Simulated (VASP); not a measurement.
# W3C2 in VASP: single point with PBE

Aim: the single point of W3C2 with PBE.

Everything below comes from runs of VASP 6.6.1. Logs are shortened: lines on timing, memory, paths and dates and some standing lists are left out, and cuts for length are marked.

## (1) The cell of the first run

The typed cell holds 10 atoms: a = 2.822 Å, b = 6.894 Å, c = 7.795 Å, α = 109.40°, β = 105.92°, γ = 79.98°.

## (2) Single point, PBE

Input file INCAR:

```
PREC = Accurate
ENCUT = 520
EDIFF = 1E-6
ISMEAR = 0
SIGMA = 0.2
LREAL = False
LASPH = True
NELM = 100
ALGO = Normal
ISIF = 2
LWAVE = False
LCHARG = False
GGA = PE
NBANDS = 61
```

Input file KPOINTS:

```
Automatic mesh
0
Gamma
  6 4 4
```

Input file POSCAR:

```
W3C2
1.0
    1.1581821972     -2.5386236877      0.4205551486
   -5.6847210945     -3.7472067626      1.0817186472
    0.7350640352      1.4486560170     -7.6243107394
W C
6 4
Direct
    0.2036817553      0.4783638088      0.2228809855
   -0.0303950032      0.1048509853      0.1198883612
    1.2963169074      1.0216291768      0.7771339359
    0.5304902195      0.3951200527      0.8801125102
   -0.0681459117      0.9805407040      0.4078830215
    0.5681389034      0.5194620384      0.5921218205
    0.6621219252      0.8393475251      0.5679892166
    1.0590735836      0.2964322485      0.4273207188
   -0.1621726498      0.6606779040      0.4320004888
    0.4408902702      0.2035755567      0.5726689412
```

Potentials or basis: VASP PAW PBE potentials, release 64 (W_sv, C).

The run is started by

```sh
cat potpaw_PBE.64/W_sv/POTCAR potpaw_PBE.64/C/POTCAR > POTCAR
mpirun -np 1 vasp_std > vasp.out
```

OUTCAR:

```text
PREC = Accurate
   ENCUT = 520
   EDIFF = 1E-6
   ISMEAR = 0
   LREAL = False
   LASPH = True
   NELM = 100
   ISIF = 2
   GGA = PE

 ion  position               nearest neighbor table
   1  0.204  0.478  0.223-   9 2.10   9 2.29   8 2.48   2 2.58   6 2.71   4 2.77   4 2.91   2 3.10
                             5 3.32
   2  0.970  0.105  0.120-   8 2.29   1 2.58   5 2.69   3 2.77   3 2.91   4 3.06   1 3.10   5 3.21

   3  0.296  0.022  0.777-   7 2.10   7 2.29  10 2.48   4 2.58   5 2.71   2 2.77   2 2.91   4 3.10
                             6 3.32
   4  0.530  0.395  0.880-  10 2.29   3 2.58   6 2.69   1 2.77   1 2.91   2 3.06   3 3.10   6 3.21

   5  0.932  0.981  0.408-  10 2.13   7 2.16  10 2.20   8 2.22   7 2.33   9 2.34   2 2.69   3 2.71
                             2 3.21   1 3.32
   6  0.568  0.519  0.592-   8 2.13   9 2.16   8 2.20  10 2.22   9 2.33   7 2.34   4 2.69   1 2.71
                             4 3.21   3 3.32
   7  0.662  0.839  0.568-   9 1.45   3 2.10   5 2.16   3 2.29   5 2.33   6 2.34
   8  0.059  0.296  0.427-  10 1.56   6 2.13   6 2.20   5 2.22   2 2.29   1 2.48
   9  0.838  0.661  0.432-   7 1.45   1 2.10   6 2.16   1 2.29   6 2.33   5 2.34
  10  0.441  0.204  0.573-   8 1.56   5 2.13   5 2.20   6 2.22   4 2.29   3 2.48

  LATTYP: Found a triclinic cell.
 ALAT       =     8.9887315890
 B/A-ratio  =     1.6113489856
 C/A-ratio  =     0.3139324475
 COS(alpha) =     0.0175868604
 COS(beta)  =     0.5517689562
 COS(gamma) =     0.7555709415

  Lattice vectors:

 A1 = (  -0.4231181620,   3.9872797047,  -8.0448658880)
 A2 = (  -3.0564108269,  -3.3885184163, -13.7463476830)
 A3 = (  -1.1581821972,   2.5386236877,  -0.4205551486)

Analysis of symmetry for initial positions (statically):
=====================================================================
 Subroutine PRICEL returns:
 Original cell was already a primitive cell.

 Routine SETGRP: Setting up the symmetry group for a
 triclinic supercell.

 Subroutine GETGRP returns: Found  1 space group operations
 (whereof  1 operations were pure point group operations)
 out of a pool of  2 trial point group operations.

The static configuration has the point symmetry C_1 .

Analysis of symmetry for dynamics (positions and initial velocities):
=====================================================================
 Subroutine PRICEL returns:
 Original cell was already a primitive cell.

 Routine SETGRP: Setting up the symmetry group for a
 triclinic supercell.

 Subroutine GETGRP returns: Found  1 space group operations
 (whereof  1 operations were pure point group operations)
 out of a pool of  2 trial point group operations.

The dynamic configuration has the point symmetry C_1 .

 Subroutine INISYM returns: Found  1 space group operations
 (whereof  1 operations are pure point group operations),
 and found     1 'primitive' translations

----------------------------------------------------------------------------------------

                                     Primitive cell

  volume of cell :     136.9799

  direct lattice vectors                    reciprocal lattice vectors
     1.158182197 -2.538623688  0.420555149     0.197129844 -0.310607184 -0.040011474
    -5.684721095 -3.747206763  1.081718647    -0.136852291 -0.066721282 -0.025871373
     0.735064035  1.448656017 -7.624310739    -0.008542635 -0.026599271 -0.137036988

  length of vectors
     2.821854508  6.894035660  7.795449804     0.370051235  0.154433180  0.139855761

  position of ions in fractional coordinates (direct lattice)
     0.203681755  0.478363809  0.222880985
     0.969604997  0.104850985  0.119888361
     0.296316907  0.021629177  0.777133936
     0.530490220  0.395120053  0.880112510
     0.931854088  0.980540704  0.407883021
     0.568138903  0.519462038  0.592121820
     0.662121925  0.839347525  0.567989217
     0.059073584  0.296432248  0.427320719
     0.837827350  0.660677904  0.432000489
     0.440890270  0.203575557  0.572668941

  ion indices of the primitive-cell ions
   primitive index   ion index
                 1           1
                 2           2
                 3           3
                 4           4
                 5           5
                 6           6
                 7           7
                 8           8
                 9           9
                10          10

----------------------------------------------------------------------------------------

 KPOINTS: Automatic mesh

Automatic generation of k-mesh.
 Grid dimensions read from file:
 generate k-points for:    6    4    4

 Generating k-lattice:

  Cartesian coordinates                     Fractional coordinates (reciprocal lattice)
     0.032854974 -0.051767864 -0.006668579     0.166666667  0.000000000  0.000000000
    -0.034213073 -0.016680320 -0.006467843    -0.000000000  0.250000000 -0.000000000
    -0.002135659 -0.006649818 -0.034259247    -0.000000000 -0.000000000  0.250000000

  Length of vectors
     0.061675206  0.038608295  0.034963940

  Shift w.r.t. Gamma in fractional coordinates (k-lattice)
     0.000000000  0.000000000  0.000000000

 Subroutine IBZKPT returns following result:
 ===========================================

 Found     52 irreducible k-points:

 Following reciprocal coordinates:
            Coordinates               Weight
  0.000000  0.000000  0.000000      1.000000
  0.166667 -0.000000  0.000000      2.000000
  0.333333 -0.000000  0.000000      2.000000
  0.500000 -0.000000 -0.000000      1.000000
  0.000000  0.250000 -0.000000      2.000000
  0.166667  0.250000  0.000000      2.000000
[... 16 lines left out ...]
  0.333333  0.250000  0.250000      2.000000
  0.500000  0.250000  0.250000      2.000000
 [... further k-points ...]
   k-points           NKPTS =     52   k-points in BZ     NKDIM =     52   number of bands    NBANDS=     61
   number of dos      NEDOS =    301   number of ions     NIONS =     10
   total plane-waves  NPLWV =  77760
   dimension x,y,z NGX =    24 NGY =   54 NGZ =   60
   dimension x,y,z NGXF=    48 NGYF=  108 NGZF=  120
   ions per type =               6   4
   NGX,Y,Z   is equivalent  to a cutoff of  14.14, 13.02, 12.80 a.u.
   NGXF,Y,Z  is equivalent  to a cutoff of  28.28, 26.04, 25.59 a.u.
 SYSTEM =  unknown system
   PREC   = accura    normal or accurate (medium, high low for compatibility)
   ISTART =      0    job   : 0-new  1-cont  2-samecut
   ICHARG =      2    charge: 1-file 2-atom 10-const
   ISPIN  =      1    spin polarized calculation?
   LNONCOLLINEAR =      F non collinear calculations
   LSORBIT =      F    spin-orbit coupling
   LASPH  =      T    aspherical Exc in radial PAW
   ENCUT  =  520.0 eV  38.22 Ry    6.18 a.u.   5.25 12.82 14.49*2*pi/ulx,y,z
   NELM   =    100;   NELMIN=  2; NELMDL= -5     # of ELM steps
   EDIFF  = 0.1E-05   stopping-criterion for ELM
   LREAL  =      F    real-space projection
   EDIFFG = 0.1E-04   stopping-criterion for IOM
   NSW    =      0    number of steps for IOM
   IBRION =     -1    ionic relax: 0-MD 1-quasi-New 2-CG
   NFREE  =      0    steps in history (QN), initial steepest desc. (CG)
   ISIF   =      2    stress and relaxation
   ISYM   =      2    0-nonsym 1-usesym 2-fastsym
   POTIM  = 0.5000    time-step for ionic-motion
   TEBEG  =    0.0;   TEEND  =   0.0 temperature during run
   PSTRESS=    0.0 pullay stress
   NELECT =     100.0000    total number of electrons
   NUPDOWN=      -1.0000    fix difference up-down
   EMIN   =  10.00;   EMAX   =-10.00  energy-range for DOS
   EFERMI =   0.00;   METHOD = LEGACY
   ISMEAR =     0;   SIGMA  =   0.20  broadening in eV -4-tet -1-fermi 0-gaus
   EFERMI_NEDOS =   21; number of points for ismear=-14 and -15
   IALGO  =     38    algorithm
   IMIX   =      4    mixing-type and parameters
     AMIX     =   0.40;   BMIX     =  1.00
     AMIX_MAG =   1.60;   BMIX_MAG =  1.00
  volume/ion in A,a.u.               =      13.70        92.44
  Fermi-wavevector in a.u.,A,eV,Ry     =   1.474085  2.785617 29.564461  2.172927
  Thomas-Fermi vector in A             =   2.588899
   LORBIT       =      0    0 simple, 1 ext, 2 COOP (PROOUT), +10 PAW based schemes
   GGA     = PE    functional components
   LHFCALC =     F    Hartree Fock is set to
   AEXX    =    0.0000 exact exchange contribution
   IVDW    =     0    specifies the selected vdW correction
   LEPSILON=     F    determine dielectric tensor
   LRPA    =     F    only Hartree local field effects (RPA)
 non-spin polarized calculation
 Gauss-broadening in eV      SIGMA  =   0.20
  energy-cutoff  :      520.00
  volume of cell :      136.98
 maximum number of plane-waves:      3707
 NGX is ok and might be reduce to    24
   NGX = 11   NGY = 25   NGZ = 29

 number of electron     100.0000006 magnetization

 Free energy of the ion-electron system (eV)
  ---------------------------------------------------
  ext. energy  EPLUGINS =         0.00000000
  ---------------------------------------------------
  free energy    TOTEN  =      -105.59850385 eV

  energy without entropy =     -105.52033834  energy(sigma->0) =     -105.55942110

 E-fermi :   8.8616     XC(G=0): -12.4926

 val. band max:        8.8528818226   @ k =   0.3333  -0.0000   0.5000
 cond. band min:       8.8672148432   @ k =   0.5000   0.2500   0.0000
 fundamental gap:      0.0143330207
 Fermi energy:         8.8615645845

 k-point     1 :       0.0000    0.0000    0.0000
  band No.  band energies     occupation
      1     -65.2768      2.00000
      2     -65.2725      2.00000
      3     -65.2014      2.00000
      4     -65.1973      2.00000
      5     -64.8507      2.00000
      6     -64.8504      2.00000
[... 53 lines left out ...]
     60      11.8104      0.00000
     61      12.0955      0.00000

 k-point     2 :       0.1667   -0.0000    0.0000
  band No.  band energies     occupation
      1     -65.2657      2.00000
      2     -65.2620      2.00000
      3     -65.1910      2.00000
      4     -65.1868      2.00000
      5     -64.8419      2.00000
      6     -64.8403      2.00000
[... 53 lines left out ...]
     60      11.7658      0.00000
     61      12.1573      0.00000

 k-point     3 :       0.3333   -0.0000    0.0000
  band No.  band energies     occupation
      1     -65.2434      2.00000
      2     -65.2411      2.00000
      3     -65.1699      2.00000
      4     -65.1659      2.00000
      5     -64.8238      2.00000
      6     -64.8203      2.00000
[... 1333 lines left out ...]
     60      12.1220      0.00000
     61      12.3661      0.00000

 k-point    24 :       0.5000    0.2500    0.2500
  band No.  band energies     occupation
      1     -65.2322      2.00000
      2     -65.2309      2.00000
      3     -65.1579      2.00000
      4     -65.1565      2.00000
      5     -64.8150      2.00000
      6     -64.8103      2.00000
[... 53 lines left out ...]
     60      12.8824      0.00000
     61      13.1824      0.00000

 [... further k-points ...]
[... 5 lines left out ...]
  --------------------------------------------------------------------------------------
  -------------------------------------------------------------------------------------
  Total        0.5199225      0.6198179      0.6346779      0.0720586     -0.0671072     -0.0349339
  in kB        6.0812417      7.2496621      7.4234716      0.8428292     -0.7849155     -0.4086020
  external PRESSURE =       6.9181251 kB  Pullay stress =       0.0000000 kB

 VOLUME and BASIS-vectors are now :
 -----------------------------------------------------------------------------
  energy-cutoff  :      520.00
  volume of cell :      136.98
      direct lattice vectors                 reciprocal lattice vectors
     1.158182197 -2.538623688  0.420555149     0.197129844 -0.310607184 -0.040011474
    -5.684721095 -3.747206763  1.081718647    -0.136852291 -0.066721282 -0.025871373
     0.735064035  1.448656017 -7.624310739    -0.008542635 -0.026599271 -0.137036988

 POSITION                                       TOTAL-FORCE (eV/Angst)
 -----------------------------------------------------------------------------------
     -2.31963     -1.98672     -1.09620        -0.013438     -0.016822      0.034351
      0.61506     -2.68068     -0.39287         0.015290      0.017656      0.009999
      0.79148      0.29251     -5.77710         0.013858      0.016571     -0.033394
     -0.98480     -1.55233     -6.05974        -0.016668     -0.016305     -0.010462
     -4.19502     -5.44903     -1.65726         0.003299      0.014956      0.061689
     -1.85974     -2.53104     -3.71368        -0.004209     -0.016054     -0.061488
     -3.58709     -4.00327     -3.14413        -0.020324      0.004829     -0.040208
     -1.30261     -0.64172     -2.91253        -0.004498      0.016972      0.016735
     -2.46786     -3.97680     -2.22669         0.022027     -0.004193      0.039552
     -0.22569     -1.05249     -3.96058         0.004663     -0.017609     -0.016773
 -----------------------------------------------------------------------------------
    total drift:                               -0.000145     -0.000204      0.000037

  FREE ENERGIE OF THE ION-ELECTRON SYSTEM (eV)
  ---------------------------------------------------
  free  energy   TOTEN  =      -105.5985038547 eV

  energy  without entropy=     -105.5203383390  energy(sigma->0) =     -105.55942110
```

It took 3.5 min on 1 thread of Intel Xeon 6975P-C (Granite Rapids), shared host; peak memory 0.44 GiB.

What came out:

```
Free energy            : -105.5985 eV
Pressure               : 0.7 GPa
Largest force          : 0.064 eV/Å
Band gap on the k mesh : zero (band 50 reaches 9.37 eV, above the bottom of band 51 at 8.55 eV)
```

Forces on the atoms (eV/Å):
```
W   -0.013 -0.017  0.034
W    0.015  0.018  0.010
W    0.014  0.017 -0.033
W   -0.017 -0.016 -0.010
W    0.003  0.015  0.062
W   -0.004 -0.016 -0.061
C   -0.020  0.005 -0.040
C   -0.004  0.017  0.017
C    0.022 -0.004  0.040
C    0.005 -0.018 -0.017
```

Caveat: the k points lie up to 0.39 Å⁻¹ apart; spin-orbit coupling is left out, which moves the levels of the heavy elements.
